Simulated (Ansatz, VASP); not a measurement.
# Se: VASP beside Ansatz

```
Se
1.0
     5.62419    3.24713    1.47633
    -5.62419    3.24713    1.47633
     0.00000   -6.49426    1.47633
Se
6
Cartesian
  0.6645 -4.5239 2.0098
  3.5855 2.8374 2.0098
  -4.2500 1.6865 2.0098
  -0.6645 4.5239 2.4192
  -3.5855 -2.8374 2.4192
  4.2500 -1.6865 2.4192
```

Change from the starting cell: equal xx and yy strain of -1 %, PAW files.

Alike in both runs: task electric field gradients; functional PBE; k mesh 6 × 6 × 6; occupations fermi-dirac, width 0.01 eV; no spin polarisation.

|  | VASP | Ansatz |
| --- | --- | --- |
| version | VASP 6.6.1 | Ansatz 0.2.0 |
| potentials or method | VASP PAW PBE potentials, release 64 (Se) | PAW with Ansatz's default frozen-core files, scalar-relativistic |
| plane-wave cutoff (eV) | 520 | 420 |
| valence electrons in the cell | 36 | 96 |

|  | VASP | Ansatz | Ansatz less VASP |
| --- | --- | --- | --- |
| gap on the k mesh at the Fermi level (eV) | 1.30 | 1.30 | +0.004 |
| pressure (GPa) | 4.3 | 4.2 | -0.16 |
| traceless stress, the component that is largest in VASP (GPa) | -0.97 | -0.91 | +0.057 |
| rms of the force components (eV/Å) | 0.460 | 0.435 | -0.0242 |
| size of Vzz on the site where it differs most (V/Å²) | 548.6 | 568.0 | +19.42 |

Atom by atom the forces differ by 0.024 eV/Å (rms over components). With one functional, cell and mesh, what is left measures potentials, basis and numerics. VASP's potentials hold 36 valence electrons a cell and Ansatz's 96, so a difference there can come from the potentials and not from the codes.
